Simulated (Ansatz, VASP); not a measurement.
# One calculation of Be3V, two programs

The input INCAR:

```
PREC = Accurate ; ENCUT = 600
EDIFF = 1E-6 ; ISMEAR = 0
SIGMA = 0.1 ; LREAL = False
LASPH = True ; NELM = 80
ALGO = Normal ; ISIF = 3
LWAVE = False ; LCHARG = False
GGA = PE ; IBRION = 2
NSW = 100 ; EDIFFG = -0.01
```

Contents of KPOINTS:

```
Automatic mesh
0
Gamma
  14 14 14
```

File POSCAR:

```
Be3V
1.0
    3.3634450025      0.0000000000      0.0000000000
    0.0000000000      3.3634450025      0.0000000000
    0.0000000000      0.0000000000      3.3634450025
Be V
3 1
Direct
    0.5000000000      0.0000000000      0.0000000000
    0.0000000000      0.5000000000      0.0000000000
    0.0000000000      0.0000000000      0.5000000000
    0.5000000000      0.5000000000      0.5000000000
```

Input for Ansatz:

```yaml
crystal:
  lattice:
    - [3.3634450025, 0.0, 0.0]
    - [0.0, 3.3634450025, 0.0]
    - [0.0, 0.0, 3.3634450025]
  atoms:
    - { symbol: Be, position: [0.5, 0.0, 0.0] }
    - { symbol: Be, position: [0.0, 0.5, 0.0] }
    - { symbol: Be, position: [0.0, 0.0, 0.5] }
    - { symbol: V, position: [0.5, 0.5, 0.5] }
basis:
  ecutwfc: 420
kpoints:
  mp_grid: { grid: [14, 14, 14] }
hamiltonian:
  xc: pbe
scf:
  occupations: { method: gaussian, width: 0.1 }
output:
  forces: true
  stress: true
  eigenvalues: true
relax:
  adjacent_minimum: "off"
  f_tol: 0.01
  max_steps: 80
  cell: { stress_tol: 0.05 }
```

Alike in both runs: task relaxation of cell and atoms; functional PBE; k mesh 14 × 14 × 14; occupations gaussian, width 0.1 eV; no spin polarisation.

```csv
,VASP,Ansatz
version,VASP 6.6.1,Ansatz 0.2.0
potentials or method,"VASP PAW PBE potentials, release 64 (Be, V_sv), cutoff 600 eV","scalar-relativistic, plane waves, PAW"
valence electrons in the cell,19,19
```

```tsv
	VASP	Ansatz	Ansatz less VASP
gap on the k mesh at the Fermi level, each at its own relaxed structure (eV)	none	none	-
relaxed volume (Å³/atom)	9.51	9.51	-0.006
relaxed length of the cell vector where the two differ most in proportion (Å)	3.363	3.363	-0.0007
```

A gap of «none» marks a metal or a gap that the smearing closes.

Noted on VASP's run: the relaxation stopped at its first step, so nothing moved.
